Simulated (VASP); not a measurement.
In2GeO, 4 atoms in the cell. Symmetry: P-3m1, No. 164, trigonal system. The conventional cell has a = 4.896 Å, b = 4.896 Å, c = 4.676 Å, α = 90.00°, β = 90.00°, γ = 120.00°. In (site symmetry 3m) has 3 O at 2.96 Å and 3 Ge at 3.18 Å and 3 In at 3.33 Å within 3.9 Å. Ge (site symmetry -3m) has 2 O at 2.34 Å and 6 In at 3.18 Å within 3.2 Å. Within 3.1 Å of O (site symmetry -3m) lie 2 Ge at 2.34 Å and 6 In at 2.96 Å. The cell was generated, and may not be a known phase.

```yaml
Program: VASP 6.6.1
Task: relaxation of cell and atoms
Functional: PBE
Potentials_or_basis: VASP PAW PBE potentials, release 64 (In_d, Ge_d, O)
Cutoff: 600 eV
k_mesh: 6 × 6 × 4
Occupations: gaussian, width 0.1 eV
Spin: no spin polarisation
Dipole_correction: no
Further_INCAR_settings: ALGO = Normal; EDIFF = 1e-06; IBRION = 2; EDIFFG = -0.04; NSW = 90; ISIF = 3
```

Potentials or basis: VASP PAW PBE potentials, release 64 (In_d, Ge_d, O).

Launch:

```bash
$ cat potpaw_PBE.64/In_d/POTCAR potpaw_PBE.64/Ge_d/POTCAR potpaw_PBE.64/O/POTCAR > POTCAR
$ mpirun -np 1 vasp_std > vasp.out
```

Hardware: 1 thread of Intel(R) Xeon(R) Platinum 8488C (Sapphire Rapids), on a shared host.

Q: Estimate the wall time of this run.

A: It took 11 min on 1 thread of Intel(R) Xeon(R) Platinum 8488C (Sapphire Rapids), with other jobs on the host, peak memory 0.3 GiB. Counts: scf iterations 128, k points 24, ion steps 14.
